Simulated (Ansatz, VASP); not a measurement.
This is a calculation of GaSb for VASP 6.6.1.

Contents of INCAR:

```
SYSTEM = GaSb
ALGO     = Normal         ! electronic algorithm
EDIFF    = 1E-6           ! SCF threshold, eV
ENCUT    = 520            ! plane-wave cutoff, eV
GGA      = PE             ! functional
ISIF     = 2              ! what is computed and relaxed
ISMEAR   = -1             ! smearing method
LASPH    = .True.         ! aspherical terms in the spheres
LCHARG   = .False.        ! write CHGCAR
LREAL    = .False.        ! projectors in reciprocal space
LWAVE    = .False.        ! write WAVECAR
NBANDS   = 16             ! bands
NELM     = 60             ! most SCF steps
PREC     = Accurate       ! precision mode
SIGMA    = 0.05           ! smearing width, eV
```

Contents of KPOINTS:

```
k-points
0
Gamma
  10 10 10
  0 0 0
```

Contents of POSCAR:

```
GaSb
1.0
   -1.5348727331      2.6388498790      2.8542093822
    1.5348727331     -2.6388498790      2.8542093822
    1.5348727331      2.6388498790     -2.8542093822
Sb Ga
1 1
Direct
    0.5000000000      0.5000000000      0.0000000000
    0.0000000000      0.0000000000      0.0000000000
```

Potentials or basis: VASP PAW PBE potentials, release 64 (Sb, Ga_d).

The run is started by

```console
$ cat potpaw_PBE.64/Sb/POTCAR potpaw_PBE.64/Ga_d/POTCAR > POTCAR
$ mpirun -np 1 vasp_std > vasp.out
```

Set up the same calculation for Ansatz 0.2.0. Potentials there: Ansatz PAW.

As run (the cutoff follows the program's own potentials):

The input input.yaml:

```yaml
crystal:
  lattice:
    - [-1.5348727331, 2.638849879, 2.8542093822]
    - [1.5348727331, -2.638849879, 2.8542093822]
    - [1.5348727331, 2.638849879, -2.8542093822]
  atoms:
    - { symbol: Sb, position: [0.5, 0.5, 0.0] }
    - { symbol: Ga, position: [0.0, 0.0, 0.0] }
hamiltonian:
  xc: pbe
  pseudopotentials: { kind: paw }
kpoints:
  mp_grid: { grid: [10, 10, 10] }
scf:
  occupations: { method: fermi_dirac, width: 0.05 }
output:
  forces: true
  stress: true
  eigenvalues: true
```

Potentials or basis: Ansatz PAW.

Launch:

```bash
$ ansatz run input.yaml --threads 2 --pin off --max-ram 5120MiB --backend cpu --events-out ev --progress --plain --runs-dir out
```

Both were run:

|  | VASP | Ansatz | Ansatz less VASP |
| --- | --- | --- | --- |
| gap on the k mesh at the Fermi level (eV) | none | none | - |
| pressure (GPa) | 2.3 | 2.3 | -0.02 |
| traceless stress, the component that is largest in VASP (GPa) | 1.16 | 1.18 | +0.023 |

A gap of «none» marks a metal or a gap that the smearing closes. The functional is the same, so the differences come from potentials, cutoffs and numerics. VASP's potentials hold 18 valence electrons a cell and Ansatz's 28, so a difference there can come from the potentials and not from the codes.

Neither program's run includes spin-orbit coupling.
